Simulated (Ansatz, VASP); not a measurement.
## Pd: VASP beside Ansatz

```xyz
1
Lattice="2.5391 0.0000 0.0000 0.0000 2.5391 0.0000 0.0000 0.0000 2.5391" Properties=species:S:1:pos:R:3 pbc="T T T"
Pd    0.0000    0.0000    0.0000
```

Alike in both runs: functional LDA; k mesh 15 × 15 × 15; occupations fermi-dirac, width 0.1 eV; no spin polarisation.

Ansatz relaxed the structure, and its values are those at the end. VASP's run is a single point on that final structure, the one shown.

|  | VASP | Ansatz |
| --- | --- | --- |
| version | VASP 6.6.1 | Ansatz 0.2.0 |
| potentials or method | VASP PAW LDA potentials, release 64 (Pd) | PAW with Ansatz's default frozen-core files, scalar-relativistic |
| plane-wave cutoff (eV) | 520 | 420 |
| valence electrons in the cell | 10 | 18 |

```tsv
	VASP	Ansatz	Ansatz less VASP
pressure (GPa)	0.1	0.0	-0.02
```

LDA's correlation is that of Perdew and Zunger in VASP and of Perdew and Wang (1992) in Ansatz. VASP's potentials hold 10 valence electrons a cell and Ansatz's 18, so a difference there can come from the potentials and not from the codes.
